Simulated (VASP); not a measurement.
Input of a VASP 6.6.1 run:

INCAR

```
SYSTEM = Ni
  ALGO = Normal
  EDIFF = 1E-6
  ENCUT = 520
  GGA = RP
  ISIF = 2
  ISMEAR = -1
  LASPH = .TRUE.
  LCHARG = .FALSE.
  LREAL = .FALSE.
  LWAVE = .FALSE.
  NBANDS = 17
  NELM = 60
  PREC = Accurate
  SIGMA = 0.1
```

Contents of KPOINTS:

```
k-points
0
G
  16 16 9
  0 0 0
```

The input POSCAR:

```
Ni
1.0
    2.5395968404      0.0000000000      0.0000000000
   -1.2697984202      2.1993553792      0.0000000000
    0.0000000000      0.0000000000      4.1745959768
Ni
2
Direct
    0.3333333333      0.6666666667      0.2500000000
    0.6666666667      0.3333333333      0.7500000000
```

Potentials or basis: VASP PAW PBE potentials, release 64 (Ni).

Command:

```console
$ cat potpaw_PBE.64/Ni/POTCAR > POTCAR
$ mpirun -np 1 vasp_std > vasp.out
```

Problem. What does it give for the band gap on the k mesh?

Solution. Zero (band 10 reaches 8.50 eV, above the bottom of band 11 at 8.06 eV).

Problem. What does it give for the pressure?

Solution. -6.0 GPa.

Stress tensor (GPa, compression positive):
```
-5.95  0.00  0.00
 0.00 -5.95  0.00
 0.00  0.00 -6.09
```

Caveat: the PAW data sets were made with another functional, which shifts forces and pressure a little; the run has no spin polarisation, though such a crystal can be magnetic. Spin polarisation is off, so any magnetic state and its effect on volume and gap are missing.
